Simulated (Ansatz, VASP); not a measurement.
One calculation of FeO, two programs

```
Fe O
1.0
     0.00000    2.38188    2.38188
     2.38188    0.00000    2.38188
     2.38188    2.38188    0.00000
Fe O
1 1
Direct
  0.00000 0.00000 0.00000
  0.25000 0.25000 0.25000
```

Alike in both runs: task single point; functional PBE; k mesh 10 × 10 × 10; occupations fermi-dirac, width 0.05 eV; collinear spin.

|  | VASP | Ansatz |
| --- | --- | --- |
| version | VASP 6.6.1 | Ansatz 0.2.0 |
| potentials or method | VASP PAW PBE potentials, release 64 (Fe_sv, O) | Ansatz PAW |
| plane-wave cutoff (eV) | 600 | 420 |
| valence electrons in the cell | 22 | 22 |

VASP gave:

| Property | Result |
| --- | --- |
| gap on the k mesh at the Fermi level (eV) | none |
| pressure (GPa) | -13.9 |
| net moment per atom (μB) | 2.01 |
| size of the moment on the site where the two differ most (μB) | 3.47 |

Problem. Which values does Ansatz return?

Solution. gap on the k mesh at the Fermi level (eV): none; pressure (GPa): -11.9; net moment per atom (μB): 2.01; size of the moment on the site where the two differ most (μB): 3.38.

Site moments also hang on the region over which each program counts them. A gap of «none» marks a metal or a gap that the smearing closes. The functional is the same, so the differences come from potentials, cutoffs and numerics.
